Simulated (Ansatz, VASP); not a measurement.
**Two plane-wave programs on Tl**

```xyz
1
Lattice="-1.9843 1.9843 1.9843 1.9843 -1.9843 1.9843 1.9843 1.9843 -1.9843" Properties=species:S:1:pos:R:3 pbc="T T T"
Tl    0.0000    0.0000    0.0000
```

Alike in both runs: task single point; functional r2SCAN; k mesh 14 × 14 × 14; occupations gaussian, width 0.05 eV; no spin polarisation.

|  | VASP | Ansatz |
| --- | --- | --- |
| version | VASP 6.6.1 | Ansatz 0.2.0 |
| potentials or method | VASP PAW PBE potentials, release 64 (Tl_d), cutoff 520 eV | scalar-relativistic, plane waves, PAW |
| valence electrons in the cell | 13 | 13 |

```csv
,VASP,Ansatz,Ansatz less VASP
pressure (GPa),-1.2,-1.2,+0.04
```

VASP's potentials were made for PBE, not for r2SCAN.

Spin-orbit coupling is off throughout.
